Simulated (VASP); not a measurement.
# K4Mg3MnF12 (P4/mmm) in VASP: single point with PBEsol+U

Aim: the single point of K4Mg3MnF12 with PBEsol+U.

Program: VASP 6.6.1. These are calculated values, not measurements. Logs are shortened: lines on timing, memory, paths and dates and some standing lists are left out, and cuts for length are marked.

### Step 1. The cell of the first run

Symmetry: P4/mmm, No. 123, tetragonal system. Conventional cell: a = 5.642 Å, b = 5.642 Å, c = 7.979 Å, α = 90.00°, β = 90.00°, γ = 90.00°. K (site symmetry 2mm) has 12 F at 2.81 to 2.84 Å and 6 Mg at 3.44 to 3.47 Å and 2 Mn at 3.47 Å within 3.7 Å. Mn (site symmetry 4/mmm) has 6 F at 2.06 to 2.07 Å within 2.7 Å. Within 2.6 Å of Mg (site symmetry 4/mmm) lie 6 F at 1.92 to 2.00 Å. Within 2.6 Å of Mg (site symmetry 4/mmm) lie 6 F at 1.93 to 2.01 Å. Within 2.6 Å of Mg (site symmetry 4/mmm) lie 6 F at 1.98 to 1.99 Å. Within 2.6 Å of F (site symmetry m2m) lie 1 Mg at 1.93 Å and 1 Mn at 2.06 Å. F (site symmetry m2m) has 2 Mg at 1.99 to 2.00 Å within 2.6 Å. F (site symmetry 4mm) has 1 Mg at 1.92 Å and 1 Mn at 2.07 Å within 2.6 Å.

### Step 2. Single point, PBEsol+U, collinear spin, ferromagnetic start

Input file INCAR:

```
PREC     = Accurate       # precision mode
ENCUT    = 520            # plane-wave cutoff, eV
EDIFF    = 1E-7           # SCF threshold, eV
ISMEAR   = 0              # smearing method
SIGMA    = 0.05           # smearing width, eV
LREAL    = Auto         
LASPH    = True           # aspherical terms in the spheres
NELM     = 150            # most SCF steps
ALGO     = Normal         # electronic algorithm
ISIF     = 2              # what is computed and relaxed
LWAVE    = False          # write WAVECAR
LCHARG   = True           # write CHGCAR
ISPIN    = 2              # spin polarisation
MAGMOM   = 0 0 0 0 5 0 0 0 0 0 0 0 0 0 0 0 0 0 0 0 # initial moments
LORBIT   = 11             # projections on sites
LMAXMIX  = 4              # l up to which the mixer works
LDAU     = True           # DFT+U
LDAUTYPE = 2            
LDAUL    = -1 2 -1 -1     # shell
LDAUU    = 0 3.5 0 0      # U, eV
LDAUJ    = 0 0 0 0      
LDAUPRINT= 1            
GGA      = PS             # functional
LELF     = True           # ELF
LVHAR    = True         
NBANDS   = 90             # bands
```

Input file KPOINTS:

```
Automatic mesh
0
Gamma
  3 3 2
```

Input file POSCAR:

```
K4Mg3MnF12
1.0
    3.9897000000      3.9897000000      0.0000000000
   -3.9897000000      3.9897000000      0.0000000000
    0.0000000000      0.0000000000      7.9794000000
K Mn Mg F
4 1 3 12
Direct
    0.5000000000      0.0000000000      0.2525222559
    0.5000000000      0.0000000000      0.7474777441
    0.0000000000      0.5000000000      0.2525222559
    0.0000000000      0.5000000000      0.7474777441
    0.0000000000      0.0000000000      1.0000000000
    0.0000000000      0.0000000000      0.5000000000
    0.5000000000      0.5000000000      1.0000000000
    0.5000000000      0.5000000000      0.5000000000
    0.2579598194      0.7420401806      1.0000000000
    0.2504529799      0.7495470201      0.5000000000
    0.7420401806      0.2579598194      1.0000000000
    0.7495470201      0.2504529799      0.5000000000
    0.2579598194      0.2579598194      1.0000000000
    0.2504529799      0.2504529799      0.5000000000
    0.7420401806      0.7420401806      1.0000000000
    0.7495470201      0.7495470201      0.5000000000
    0.0000000000      0.0000000000      0.2589899289
    0.0000000000      0.0000000000      0.7410100711
    0.5000000000      0.5000000000      0.2516091629
    0.5000000000      0.5000000000      0.7483908371
```

Potentials or basis: VASP PAW PBE potentials, release 64 (K_sv, Mn_pv, Mg, F).

Command:

```sh
> cat potpaw_PBE.64/K_sv/POTCAR potpaw_PBE.64/Mn_pv/POTCAR potpaw_PBE.64/Mg/POTCAR potpaw_PBE.64/F/POTCAR > POTCAR
> mpirun -np 1 vasp_std > vasp.out
```

OUTCAR:

```text
PREC = Accurate
   ENCUT = 520
   EDIFF = 1E-7
   ISMEAR = 0
   LREAL = Auto
   LASPH = True
   NELM = 150
   ISIF = 2
   ISPIN = 2
   LORBIT = 11
   GGA = PS

 ion  position               nearest neighbor table
   1  0.500  0.000  0.253-  10 2.81  12 2.81  14 2.81  16 2.81  19 2.82  19 2.82  17 2.82  17 2.82
                            13 2.84  11 2.84  15 2.84   9 2.84   8 3.44   6 3.44   6 3.44   8 3.44
   2  0.500  0.000  0.747-  10 2.81  12 2.81  14 2.81  16 2.81  20 2.82  20 2.82  18 2.82  18 2.82
                            13 2.84  11 2.84  15 2.84   9 2.84   8 3.44   6 3.44   6 3.44   8 3.44
   3  0.000  0.500  0.253-  10 2.81  12 2.81  14 2.81  16 2.81  19 2.82  19 2.82  17 2.82  17 2.82
                            13 2.84  11 2.84  15 2.84   9 2.84   6 3.44   6 3.44   8 3.44   8 3.44
   4  0.000  0.500  0.747-  10 2.81  12 2.81  14 2.81  16 2.81  20 2.82  20 2.82  18 2.82  18 2.82
                            13 2.84  11 2.84  15 2.84   9 2.84   6 3.44   6 3.44   8 3.44   8 3.44
   5  0.000  0.000  0.000-   9 2.06  11 2.06  13 2.06  15 2.06  17 2.07  18 2.07   3 3.47   4 3.47
                             1 3.47   2 3.47   3 3.47   4 3.47   1 3.47   2 3.47
   6  0.000  0.000  0.500-  17 1.92  18 1.92  14 2.00  16 2.00  10 2.00  12 2.00   3 3.44   4 3.44
                             1 3.44   2 3.44   3 3.44   4 3.44   1 3.44   2 3.44
   7  0.500  0.500  0.000-   9 1.93  11 1.93  13 1.93  15 1.93  19 2.01  20 2.01   3 3.47   4 3.47
                             1 3.47   2 3.47   1 3.47   2 3.47   3 3.47   4 3.47
   8  0.500  0.500  0.500-  19 1.98  20 1.98  14 1.99  16 1.99  10 1.99  12 1.99   3 3.44   4 3.44
                             1 3.44   2 3.44   1 3.44   2 3.44   3 3.44   4 3.44
   9  0.258  0.742  0.000-   7 1.93   5 2.06   3 2.84   4 2.84   1 2.84   2 2.84
  10  0.250  0.750  0.500-   8 1.99   6 2.00   3 2.81   4 2.81   1 2.81   2 2.81
  11  0.742  0.258  0.000-   7 1.93   5 2.06   3 2.84   4 2.84   1 2.84   2 2.84
  12  0.750  0.250  0.500-   8 1.99   6 2.00   3 2.81   4 2.81   1 2.81   2 2.81
  13  0.258  0.258  0.000-   7 1.93   5 2.06   3 2.84   4 2.84   1 2.84   2 2.84
  14  0.250  0.250  0.500-   8 1.99   6 2.00   3 2.81   4 2.81   1 2.81   2 2.81
  15  0.742  0.742  0.000-   7 1.93   5 2.06   3 2.84   4 2.84   1 2.84   2 2.84
  16  0.750  0.750  0.500-   8 1.99   6 2.00   3 2.81   4 2.81   1 2.81   2 2.81
  17  0.000  0.000  0.259-   6 1.92   5 2.07   1 2.82   3 2.82   3 2.82   1 2.82
  18  0.000  0.000  0.741-   6 1.92   5 2.07   2 2.82   4 2.82   4 2.82   2 2.82
  19  0.500  0.500  0.252-   8 1.98   7 2.01   1 2.82   3 2.82   1 2.82   3 2.82
  20  0.500  0.500  0.748-   8 1.98   7 2.01   2 2.82   4 2.82   2 2.82   4 2.82

  LATTYP: Found a simple tetragonal cell.
 ALAT       =     5.6422878498
 C/A-ratio  =     1.4142135624

  Lattice vectors:

 A1 = (   3.9897000000,   3.9897000000,   0.0000000000)
 A2 = (  -3.9897000000,   3.9897000000,   0.0000000000)
 A3 = (   0.0000000000,   0.0000000000,   7.9794000000)

Analysis of symmetry for initial positions (statically):
[... 246 lines left out ...]
 fundamental gap:      4.2188258692
 Fermi energy:         1.6309151626

 spin component 1

 k-point     1 :       0.0000    0.0000    0.0000
  band No.  band energies     occupation
      1     -46.9104      1.00000
      2     -46.9018      1.00000
      3     -46.9018      1.00000
      4     -27.0058      1.00000
      5     -26.9760      1.00000
      6     -26.9552      1.00000
[... 493 lines left out ...]
     80       9.5190      0.00000
     81       9.8494      0.00000
 Fermi energy:         1.6309151626

 spin component 2

 k-point     1 :       0.0000    0.0000    0.0000
  band No.  band energies     occupation
      1     -41.9656      1.00000
      2     -41.9566      1.00000
      3     -41.9566      1.00000
      4     -27.0057      1.00000
      5     -26.9760      1.00000
      6     -26.9552      1.00000
[... 493 lines left out ...]
     80       9.6187      0.00000
     81       9.8915      0.00000
 [bands above 81 left out]

------------------------ aborting loop because EDIFF is reached ----------------------------------------

  FORCE on cell =-STRESS in cart. coord.  units (eV):
  Direction    XX          YY          ZZ          XY          YZ          ZX
  --------------------------------------------------------------------------------------
  -------------------------------------------------------------------------------------
  Total        4.4381419      4.4381419      4.4438999      0.0000000      0.0000000     -0.0000000
  in kB       27.9918144     27.9918144     28.0281306      0.0000000      0.0000000     -0.0000000
  external PRESSURE =      28.0039198 kB  Pullay stress =       0.0000000 kB

 VOLUME and BASIS-vectors are now :
 -----------------------------------------------------------------------------
  energy-cutoff  :      520.00
  volume of cell :      254.03
      direct lattice vectors                 reciprocal lattice vectors
     3.989700000  3.989700000  0.000000000     0.125322706  0.125322706  0.000000000
    -3.989700000  3.989700000  0.000000000    -0.125322706  0.125322706  0.000000000
     0.000000000  0.000000000  7.979400000     0.000000000  0.000000000  0.125322706

 POSITION                                       TOTAL-FORCE (eV/Angst)
 -----------------------------------------------------------------------------------
      1.99485      1.99485      2.01498        -0.000000      0.000000      0.000736
      1.99485      1.99485      5.96442        -0.000000      0.000000     -0.000736
     -1.99485      1.99485      2.01498        -0.000000      0.000000      0.000736
     -1.99485      1.99485      5.96442        -0.000000      0.000000     -0.000736
      0.00000      0.00000      0.00000        -0.000000      0.000000      0.000000
      0.00000      0.00000      3.98970        -0.000000      0.000000      0.000000
[... 12 lines left out ...]
      0.00000      3.98970      2.00769        -0.000000      0.000000      0.000866
      0.00000      3.98970      5.97171        -0.000000      0.000000     -0.000866
 -----------------------------------------------------------------------------------
    total drift:                               -0.000000      0.000000      0.000000

  FREE ENERGIE OF THE ION-ELECTRON SYSTEM (eV)
  ---------------------------------------------------
  free  energy   TOTEN  =      -104.1905247337 eV

  energy  without entropy=     -104.1905247337  energy(sigma->0) =     -104.19052473

 total charge

# of ion       s       p       d       tot
------------------------------------------
    1        1.955   5.577   0.028   7.560
    2        1.955   5.577   0.028   7.560
    3        1.955   5.577   0.028   7.560
    4        1.955   5.577   0.028   7.560
    5        0.187   6.188   5.005  11.381
    6        0.134   0.173   0.087   0.394
[... 12 lines left out ...]
   19        1.728   4.395   0.000   6.123
   20        1.728   4.395   0.000   6.123
--------------------------------------------------
tot         29.152  81.734   5.380 116.265

 magnetization (x)

# of ion       s       p       d       tot
------------------------------------------
    1       -0.000   0.000  -0.000  -0.000
    2       -0.000   0.000  -0.000  -0.000
    3       -0.000   0.000  -0.000  -0.000
    4       -0.000   0.000  -0.000  -0.000
    5        0.019   0.022   4.599   4.640
    6        0.001   0.001   0.000   0.003
[... 12 lines left out ...]
   19        0.000   0.000   0.000   0.001
   20        0.000   0.000   0.000   0.001
--------------------------------------------------
tot          0.038   0.166   4.601   4.805
```

OSZICAR:

```text
N       E                     dE             d eps       ncg     rms          rms(c)
DAV:   1     0.131172962753E+04    0.13117E+04   -0.74991E+04  2232   0.155E+03
DAV:   2    -0.185776965390E+01   -0.13136E+04   -0.12678E+04  2414   0.437E+02
DAV:   3    -0.106799940935E+03   -0.10494E+03   -0.10428E+03  2652   0.128E+02
DAV:   4    -0.111118498074E+03   -0.43186E+01   -0.43057E+01  3528   0.208E+01
DAV:   5    -0.111225835268E+03   -0.10734E+00   -0.10728E+00  2992   0.300E+00    0.222E+01
DAV:   6    -0.103843044014E+03    0.73828E+01   -0.34434E+01  2560   0.234E+01    0.142E+01
DAV:   7    -0.104097454339E+03   -0.25441E+00   -0.21606E+00  2824   0.556E+00    0.102E+01
DAV:   8    -0.103226656557E+03    0.87080E+00   -0.69736E-01  2630   0.472E+00    0.312E+00
DAV:   9    -0.104159661227E+03   -0.93300E+00   -0.20714E-01  2920   0.273E+00    0.103E+00
DAV:  10    -0.104189132006E+03   -0.29471E-01   -0.39315E-02  2798   0.100E+00    0.260E-01
DAV:  11    -0.104190153008E+03   -0.10210E-02   -0.59093E-03  2784   0.286E-01    0.178E-01
DAV:  12    -0.104190365756E+03   -0.21275E-03   -0.59765E-04  3068   0.136E-01    0.112E-01
DAV:  13    -0.104190520011E+03   -0.15425E-03   -0.31817E-04  2592   0.976E-02    0.499E-02
DAV:  14    -0.104190533204E+03   -0.13193E-04   -0.50579E-05  2800   0.347E-02    0.278E-02
DAV:  15    -0.104190525388E+03    0.78156E-05   -0.43992E-05  2624   0.318E-02    0.896E-03
DAV:  16    -0.104190525154E+03    0.23457E-06   -0.34406E-06  2616   0.102E-02    0.384E-03
DAV:  17    -0.104190524776E+03    0.37781E-06   -0.16141E-06  2656   0.838E-03    0.237E-03
DAV:  18    -0.104190524734E+03    0.42313E-07   -0.45708E-07  2536   0.331E-03
   1 F= -.10419052E+03 E0= -.10419052E+03  d E =-.176563E-29  mag=     5.0000
```

stdout:

```text
POSCAR found type information on POSCAR K MnMgF
 POSCAR found :  4 types and      20 ions
 scaLAPACK will be used
 -----------------------------------------------------------------------------
|                                                                             |
|                                                                             |
|     You enforced a specific xc type in the INCAR file but a different       |
|     I HOPE YOU KNOW WHAT YOU ARE DOING!                                     |
|                                                                             |
 -----------------------------------------------------------------------------

 LDA part: xc-table for (Slater+PW92), standard interpolation
 POSCAR, INCAR and KPOINTS ok, starting setup
 FFT: planning ... GRIDC
 FFT: planning ... GRID_SOFT
 FFT: planning ... GRID
 WAVECAR not read
 entering main loop
```

Wall time 10 min (1 thread of AMD EPYC 7R43 (Zen 3), shared host); peak memory 0.46 GiB.

What came out:

- Free energy: -104.1905 eV
- Pressure: 2.8 GPa
- Largest force: 0.012 eV/Å
- Band gap on the k mesh: 4.22 eV
- Net moment: 5.00 μB per cell
- Site moments: K -0.00; Mn +4.64; Mg +0.00, +0.01 (each value once); F +0.03, +0.00 (each value once) μB
- Valence electrons inside the program's atomic spheres: K 7.56; Mn 11.38; Mg 0.39, 0.41, 0.38; F 6.12

Forces in eV/Å, atoms in the order of the input:
```
K    0.000  0.000  0.001
K    0.000  0.000 -0.001
K    0.000  0.000  0.001
K    0.000  0.000 -0.001
Mn   0.000  0.000  0.000
Mg   0.000  0.000  0.000
Mg   0.000  0.000  0.000
Mg   0.000  0.000  0.000
F   -0.007  0.000  0.000
F    0.001  0.000  0.000
F    0.007  0.000  0.000
F   -0.001  0.000  0.000
F    0.000 -0.007  0.000
F    0.000  0.001  0.000
F    0.000  0.007  0.000
F    0.000 -0.001  0.000
F    0.000  0.000 -0.012
F    0.000  0.000  0.012
F    0.000  0.000  0.001
F    0.000  0.000 -0.001
```

Eigenvalues of the final occupation matrices:
| site | spin | trace | eigenvalues |
| --- | --- | --- | --- |
| site 5 d | 1 | 4.82 | 0.94 0.94 0.94 0.99 0.99 |
| site 5 d | 2 | 0.21 | 0.02 0.02 0.02 0.07 0.08 |

Caveat: the PAW data sets were made with another functional, which shifts forces and pressure a little; a cell with one magnetic atom can't hold antiferromagnetic order, which such compounds often take. The state reached can hang on the start; a lower one may exist.
